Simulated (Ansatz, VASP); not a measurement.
## One calculation of TaAl3O, two programs

```
Ta Al O
1.0
     5.60750    0.00000    0.00000
    -2.80375    4.85624    0.00000
     0.00000    0.00000    3.84994
Ta Al O
1 3 1
Direct
  0.00000 0.00000 0.50000
  0.50000 0.00000 0.50000
  0.00000 0.50000 0.50000
  0.50000 0.50000 0.50000
  0.00000 0.00000 0.00000
```

Alike in both runs: functional PBE; k mesh 12 × 12 × 10; occupations gaussian, width 0.1 eV; no spin polarisation.

Ansatz relaxed the structure, and its values are those at the end. VASP's run is a single point on that final structure, the one shown.

```csv
,VASP,Ansatz
version,VASP 6.6.1,Ansatz 0.2.0
potentials or method,"VASP PAW PBE potentials, release 64 (Ta_pv, Al, O), cutoff 520 eV","scalar-relativistic, plane waves, PAW"
valence electrons in the cell,26,28
```

|  | VASP | Ansatz | Ansatz less VASP |
| --- | --- | --- | --- |
| gap on the k mesh at the Fermi level (eV) | none | none | - |
| pressure (GPa) | 0.1 | 0.0 | -0.10 |

A gap of «none» marks a metal or a gap that the smearing closes. VASP's potentials hold 26 valence electrons a cell and Ansatz's 28, so a difference there can come from the potentials and not from the codes.

Neither program's run includes spin-orbit coupling.
